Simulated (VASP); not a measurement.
# Cs (Fm-3m) in VASP: a series of runs

Cs is run at these levels: PBEsol; tasks: single point.

All numbers are computed with VASP 6.6.1; they aren't measurements. Logs are shortened: lines on timing, memory, paths and dates and some standing lists are left out, and cuts for length are marked.

### Step 1. The cell of the first run

The structure is cubic, space group Fm-3m (No. 225). The conventional cell has a = 8.001 Å, b = 8.001 Å, c = 8.001 Å, α = 90.00°, β = 90.00°, γ = 90.00°.

### Step 2. Single point, PBEsol

File INCAR:

```
SYSTEM = Cs
PREC = Accurate ; ENCUT = 520
EDIFF = 1E-6 ; ISMEAR = -1
SIGMA = 0.05 ; LREAL = .FALSE.
LASPH = .TRUE. ; NELM = 60
ALGO = Fast ; ISIF = 2
LWAVE = .FALSE. ; LCHARG = .FALSE.
GGA = PS ; NBANDS = 10
```

File KPOINTS:

```
regular mesh
0
G
  6 6 6
  0 0 0
```

File POSCAR:

```
Cs
1.0
    0.0000000000      4.0002934844      4.0002934844
    4.0002934844      0.0000000000      4.0002934844
    4.0002934844      4.0002934844      0.0000000000
Cs
1
Direct
    0.0000000000      0.0000000000      0.0000000000
```

Potentials or basis: VASP PAW PBE potentials, release 64 (Cs_sv).

Command:

```bash
$ cat potpaw_PBE.64/Cs_sv/POTCAR > POTCAR
$ mpirun -np 1 vasp_std > vasp.out
```

OUTCAR:

```text
SYSTEM = Cs
   PREC = Accurate
   ENCUT = 520
   EDIFF = 1E-6
   ISMEAR = -1
   LREAL = .FALSE.
   LASPH = .TRUE.
   NELM = 60
   ISIF = 2
   GGA = PS

 ion  position               nearest neighbor table
   1  0.000  0.000  0.000-

  LATTYP: Found a face centered cubic cell.
 ALAT       =     8.0005869688

  Lattice vectors:

 A1 = (   0.0000000000,   4.0002934844,   4.0002934844)
 A2 = (   4.0002934844,   0.0000000000,   4.0002934844)
 A3 = (   4.0002934844,   4.0002934844,   0.0000000000)

Analysis of symmetry for initial positions (statically):
=====================================================================
 Subroutine PRICEL returns:
 Original cell was already a primitive cell.

 Routine SETGRP: Setting up the symmetry group for a
 face centered cubic supercell.

 Subroutine GETGRP returns: Found 48 space group operations
 (whereof 48 operations were pure point group operations)
 out of a pool of 48 trial point group operations.

The static configuration has the point symmetry O_h .

Analysis of symmetry for dynamics (positions and initial velocities):
=====================================================================
 Subroutine PRICEL returns:
 Original cell was already a primitive cell.

 Routine SETGRP: Setting up the symmetry group for a
 face centered cubic supercell.

 Subroutine GETGRP returns: Found 48 space group operations
 (whereof 48 operations were pure point group operations)
 out of a pool of 48 trial point group operations.

The dynamic configuration has the point symmetry O_h .

 Subroutine INISYM returns: Found 48 space group operations
 (whereof 48 operations are pure point group operations),
 and found     1 'primitive' translations

----------------------------------------------------------------------------------------

                                     Primitive cell

  volume of cell :     128.0282

  direct lattice vectors                    reciprocal lattice vectors
     0.000000000  4.000293484  4.000293484    -0.124990829  0.124990829  0.124990829
     4.000293484  0.000000000  4.000293484     0.124990829 -0.124990829  0.124990829
     4.000293484  4.000293484  0.000000000     0.124990829  0.124990829 -0.124990829

  length of vectors
     5.657269299  5.657269299  5.657269299     0.216490467  0.216490467  0.216490467

  position of ions in fractional coordinates (direct lattice)
     0.000000000  0.000000000  0.000000000

  ion indices of the primitive-cell ions
   primitive index   ion index
                 1           1

----------------------------------------------------------------------------------------

 KPOINTS: regular mesh

Automatic generation of k-mesh.
 Grid dimensions read from file:
 generate k-points for:    6    6    6

 Generating k-lattice:

  Cartesian coordinates                     Fractional coordinates (reciprocal lattice)
    -0.020831805  0.020831805  0.020831805     0.166666667  0.000000000  0.000000000
     0.020831805 -0.020831805  0.020831805     0.000000000  0.166666667  0.000000000
     0.020831805  0.020831805 -0.020831805     0.000000000  0.000000000  0.166666667

  Length of vectors
     0.036081744  0.036081744  0.036081744

  Shift w.r.t. Gamma in fractional coordinates (k-lattice)
     0.000000000  0.000000000  0.000000000

 Subroutine IBZKPT returns following result:
 ===========================================

 Found     16 irreducible k-points:

 Following reciprocal coordinates:
            Coordinates               Weight
  0.000000  0.000000  0.000000      1.000000
  0.166667  0.000000  0.000000      8.000000
  0.333333  0.000000  0.000000      8.000000
  0.500000  0.000000  0.000000      4.000000
  0.166667  0.166667  0.000000      6.000000
  0.333333  0.166667  0.000000     24.000000
[... 8 lines left out ...]
 -0.333333  0.333333  0.166667     24.000000
 -0.333333  0.500000  0.166667     12.000000
   k-points           NKPTS =     16   k-points in BZ     NKDIM =     16   number of bands    NBANDS=     10
   number of dos      NEDOS =    301   number of ions     NIONS =      1
   total plane-waves  NPLWV =  74088
   dimension x,y,z NGX =    42 NGY =   42 NGZ =   42
   dimension x,y,z NGXF=    84 NGYF=   84 NGZF=   84
   ions per type =               1
   NGX,Y,Z   is equivalent  to a cutoff of  12.34, 12.34, 12.34 a.u.
   NGXF,Y,Z  is equivalent  to a cutoff of  24.68, 24.68, 24.68 a.u.
 SYSTEM =  Cs
   PREC   = accura    normal or accurate (medium, high low for compatibility)
   ISTART =      0    job   : 0-new  1-cont  2-samecut
   ICHARG =      2    charge: 1-file 2-atom 10-const
   ISPIN  =      1    spin polarized calculation?
   LNONCOLLINEAR =      F non collinear calculations
   LSORBIT =      F    spin-orbit coupling
   LASPH  =      T    aspherical Exc in radial PAW
   ENCUT  =  520.0 eV  38.22 Ry    6.18 a.u.  10.52 10.52 10.52*2*pi/ulx,y,z
   NELM   =     60;   NELMIN=  2; NELMDL= -5     # of ELM steps
   EDIFF  = 0.1E-05   stopping-criterion for ELM
   LREAL  =      F    real-space projection
   EDIFFG = 0.1E-04   stopping-criterion for IOM
   NSW    =      0    number of steps for IOM
   IBRION =     -1    ionic relax: 0-MD 1-quasi-New 2-CG
   NFREE  =      0    steps in history (QN), initial steepest desc. (CG)
   ISIF   =      2    stress and relaxation
   ISYM   =      2    0-nonsym 1-usesym 2-fastsym
   POTIM  = 0.5000    time-step for ionic-motion
   TEBEG  =    0.0;   TEEND  =   0.0 temperature during run
   PSTRESS=    0.0 pullay stress
   NELECT =       9.0000    total number of electrons
   NUPDOWN=      -1.0000    fix difference up-down
   EMIN   =  10.00;   EMAX   =-10.00  energy-range for DOS
   EFERMI =   0.00;   METHOD = LEGACY
   ISMEAR =    -1;   SIGMA  =   0.05  broadening in eV -4-tet -1-fermi 0-gaus
   EFERMI_NEDOS =   21; number of points for ismear=-14 and -15
   IALGO  =     68    algorithm
   IMIX   =      4    mixing-type and parameters
     AMIX     =   0.40;   BMIX     =  1.00
     AMIX_MAG =   1.60;   BMIX_MAG =  1.00
  volume/ion in A,a.u.               =     128.03       863.98
  Fermi-wavevector in a.u.,A,eV,Ry     =   0.675648  1.276790  6.211062  0.456500
  Thomas-Fermi vector in A             =   1.752726
   LORBIT       =      0    0 simple, 1 ext, 2 COOP (PROOUT), +10 PAW based schemes
   GGA     = PS    functional components
   LHFCALC =     F    Hartree Fock is set to
   AEXX    =    0.0000 exact exchange contribution
   IVDW    =     0    specifies the selected vdW correction
   LEPSILON=     F    determine dielectric tensor
   LRPA    =     F    only Hartree local field effects (RPA)
 non-spin polarized calculation
 RMM-DIIS sequential band-by-band and
  energy-cutoff  :      520.00
  volume of cell :      128.03
 maximum number of plane-waves:      3479
   NGX = 21   NGY = 21   NGZ = 21

 number of electron       9.0000001 magnetization

 Free energy of the ion-electron system (eV)
  ---------------------------------------------------
  ext. energy  EPLUGINS =         0.00000000
  ---------------------------------------------------
  free energy    TOTEN  =        -0.92272905 eV

  energy without entropy =       -0.90891011  energy(sigma->0) =       -0.91581958

 E-fermi :   0.1021     XC(G=0):  -5.2051

 val. band max:        0.0558348050   @ k =   0.5000   0.3333   0.1667
 cond. band min:       0.1256268709   @ k =   0.5000   0.0000   0.0000
 fundamental gap:      0.0697920659
 Fermi energy:         0.1020635215

 k-point     1 :       0.0000    0.0000    0.0000
  band No.  band energies     occupation
      1     -23.7832      2.00000
      2     -10.5170      2.00000
      3     -10.5170      2.00000
      4     -10.5170      2.00000
      5      -1.4446      2.00000
      6       2.5248      0.00000
      7       2.5248      0.00000
      8       2.5248      0.00000
      9       3.5185      0.00000
     10       3.5185      0.00000

 k-point     2 :       0.1667    0.0000    0.0000
  band No.  band energies     occupation
      1     -23.7823      2.00000
      2     -10.5408      2.00000
      3     -10.5203      2.00000
      4     -10.5203      2.00000
      5      -1.1880      2.00000
      6       2.0837      0.00000
      7       2.6141      0.00000
      8       2.6141      0.00000
      9       3.3697      0.00000
     10       3.3697      0.00000

 k-point     3 :       0.3333    0.0000    0.0000
  band No.  band energies     occupation
      1     -23.7805      2.00000
      2     -10.5875      2.00000
      3     -10.5269      2.00000
      4     -10.5269      2.00000
      5      -0.5090      1.99999
      6       1.3668      0.00000
      7       2.5109      0.00000
      8       2.5109      0.00000
      9       3.7031      0.00000
     10       3.7032      0.00000

 k-point     4 :       0.5000    0.0000    0.0000
  band No.  band energies     occupation
      1     -23.7796      2.00000
      2     -10.6104      2.00000
      3     -10.5301      2.00000
      4     -10.5301      2.00000
      5       0.1256      0.76863
      6       0.8053      0.00000
      7       2.3962      0.00000
      8       2.3962      0.00000
      9       4.2386      0.00000
     10       4.2692      0.00000
[... 118 lines left out ...]
 k-point    14 :       0.5000    0.3333    0.1667
  band No.  band energies     occupation
      1     -23.7793      2.00000
      2     -10.5867      2.00000
      3     -10.5552      2.00000
      4     -10.5382      2.00000
      5       0.0558      1.43195
      6       1.3960      0.00000
      7       1.6270      0.00000
      8       2.7850      0.00000
      9       3.3992      0.00000
     10       4.1472      0.00000

 k-point    15 :      -0.3333    0.3333    0.1667
  band No.  band energies     occupation
      1     -23.7787      2.00000
      2     -10.5896      2.00000
      3     -10.5665      2.00000
      4     -10.5435      2.00000
      5       0.8202      0.00000
      6       0.8588      0.00000
      7       1.5427      0.00000
      8       2.5082      0.00000
      9       3.5121      0.00000
     10       4.2533      0.00000

 k-point    16 :      -0.3333    0.5000    0.1667
  band No.  band energies     occupation
      1     -23.7784      2.00000
      2     -10.5918      2.00000
      3     -10.5650      2.00000
      4     -10.5521      2.00000
      5       0.7666      0.00000
      6       1.2523      0.00000
      7       1.3400      0.00000
      8       2.3702      0.00000
      9       4.0914      0.00000
     10       4.1840      0.00000

------------------------ aborting loop because EDIFF is reached ----------------------------------------

  FORCE on cell =-STRESS in cart. coord.  units (eV):
  Direction    XX          YY          ZZ          XY          YZ          ZX
  --------------------------------------------------------------------------------------
  -------------------------------------------------------------------------------------
  Total       -0.1958876     -0.1958876     -0.1958876      0.0000000      0.0000000     -0.0000000
  in kB       -2.4513878     -2.4513878     -2.4513878      0.0000000      0.0000000     -0.0000000
  external PRESSURE =      -2.4513878 kB  Pullay stress =       0.0000000 kB

 VOLUME and BASIS-vectors are now :
 -----------------------------------------------------------------------------
  energy-cutoff  :      520.00
  volume of cell :      128.03
      direct lattice vectors                 reciprocal lattice vectors
     0.000000000  4.000293484  4.000293484    -0.124990829  0.124990829  0.124990829
     4.000293484  0.000000000  4.000293484     0.124990829 -0.124990829  0.124990829
     4.000293484  4.000293484  0.000000000     0.124990829  0.124990829 -0.124990829

 POSITION                                       TOTAL-FORCE (eV/Angst)
 -----------------------------------------------------------------------------------
      0.00000      0.00000      0.00000         0.000000      0.000000      0.000000
 -----------------------------------------------------------------------------------
    total drift:                               -0.000000     -0.000000     -0.000000

  FREE ENERGIE OF THE ION-ELECTRON SYSTEM (eV)
  ---------------------------------------------------
  free  energy   TOTEN  =        -0.9227290534 eV

  energy  without entropy=       -0.9089101096  energy(sigma->0) =       -0.91581958
```

It took 19 s on 1 thread of AMD EPYC 7R13 (Zen 3), shared host; peak memory 0.21 GiB.

What came out:

| Item | Value |
| --- | --- |
| Free energy | -0.9227 eV |
| Pressure | -0.2 GPa |

Levels at points of the mesh, in eV from the Fermi level:
```tsv
k point	band 2	band 3	band 4	band 5	band 6	band 7	band 8	band 9
(0.00, 0.00, 0.00)	-10.62	-10.62	-10.62	-1.55	2.42	2.42	2.42	3.42
(0.50, 0.00, 0.00)	-10.71	-10.63	-10.63	0.02	0.70	2.29	2.29	4.14
(0.50, 0.50, 0.00)	-10.71	-10.65	-10.65	0.37	1.13	1.30	3.73	3.73
```

Caveat: the PAW data sets were made with another functional, which shifts forces and pressure a little; spin-orbit coupling is left out, which moves the levels of the heavy elements.

### Step 3. Single point, PBEsol

This run uses another cell than the first one, of 130.49 Å³/atom, 1.019 times its volume.

File INCAR:

```
SYSTEM = Cs
PREC = Accurate ; ENCUT = 520
EDIFF = 1E-6 ; ISMEAR = -1
SIGMA = 0.05 ; LREAL = .FALSE.
LASPH = .TRUE. ; NELM = 80
ALGO = Fast ; ISIF = 2
LWAVE = .FALSE. ; LCHARG = .TRUE.
GGA = PS ; LELF = .TRUE.
LVHAR = .TRUE. ; NBANDS = 10
```

KPOINTS is that of step 2.

File POSCAR:

```
Cs
1.0
    0.0000000000      4.0257737477      4.0257737477
    4.0257737477      0.0000000000      4.0257737477
    4.0257737477      4.0257737477      0.0000000000
Cs
1
Direct
    0.0000000000      0.0000000000      0.0000000000
```

Potentials or basis: VASP PAW PBE potentials, release 64 (Cs_sv).

Command:

```bash
$ cat potpaw_PBE.64/Cs_sv/POTCAR > POTCAR
$ mpirun -np 1 vasp_std > vasp.out
```

It took 10 s on 1 thread of Intel Xeon 6975P-C (Granite Rapids), shared host; peak memory 0.25 GiB.

It converged, with:

- Free energy: -0.9190 eV
- Pressure: -0.3 GPa

Levels at points of the mesh, in eV from the Fermi level:
```tsv
k point	band 1	band 2	band 3	band 4	band 5	band 6	band 7	band 8	band 9	band 10
(0.00, 0.00, 0.00)	-23.90	-10.63	-10.63	-10.63	-1.53	2.41	2.41	2.41	3.39	3.39
(0.50, 0.00, 0.00)	-23.90	-10.72	-10.65	-10.65	0.03	0.69	2.29	2.29	4.09	4.11
(0.50, 0.50, 0.00)	-23.89	-10.72	-10.67	-10.67	0.38	1.14	1.28	3.68	3.68	3.84
```

Caveat: the PAW data sets were made with another functional, which shifts forces and pressure a little; spin-orbit coupling is left out, which moves the levels of the heavy elements.

### Step 4. Single point, PBEsol

File INCAR:

```
PREC     = Accurate       # precision mode
ENCUT    = 520            # plane-wave cutoff, eV
EDIFF    = 1E-6           # SCF threshold, eV
ISMEAR   = -1             # smearing method
SIGMA    = 0.05           # smearing width, eV
LREAL    = F              # projectors in reciprocal space
LASPH    = T              # aspherical terms in the spheres
NELM     = 60             # most SCF steps
ALGO     = Normal         # electronic algorithm
ISIF     = 2              # what is computed and relaxed
LWAVE    = F              # write WAVECAR
LCHARG   = T              # write CHGCAR
GGA      = PS             # functional
LELF     = T              # ELF
LVHAR    = T            
NBANDS   = 10             # bands
```

File KPOINTS:

```
regular mesh
0
Gamma
  6 6 6
```

File POSCAR:

```
Cs
1.0
    0.0000000000      4.0002934844      4.0002934844
    4.0002934844      0.0000000000      4.0002934844
    4.0002934844      4.0002934844      0.0000000000
Cs
1
Direct
    0.0000000000      0.0000000000      0.0000000000
```

Command:

```bash
$ cat potpaw_PBE.64/Cs_sv/POTCAR > POTCAR
$ mpirun -np 1 vasp_std > vasp.out
```

Run time: 8 s. Hardware: 1 thread of Intel Xeon 6975P-C (Granite Rapids), shared host; peak memory 0.24 GiB.

The run converged. Its results:

- Free energy: -0.9227 eV
- Pressure: -0.2 GPa

Levels at points of the mesh, in eV from the Fermi level:
```
           k point  band 3  band 4  band 5  band 6  band 7  band 8
(0.00, 0.00, 0.00)  -10.62  -10.62   -1.55    2.42    2.42    2.42
(0.50, 0.00, 0.00)  -10.63  -10.63    0.02    0.70    2.29    2.29
(0.50, 0.50, 0.00)  -10.65  -10.65    0.37    1.13    1.30    3.73
```

Caveat: the PAW data sets were made with another functional, which shifts forces and pressure a little; spin-orbit coupling is left out, which moves the levels of the heavy elements.
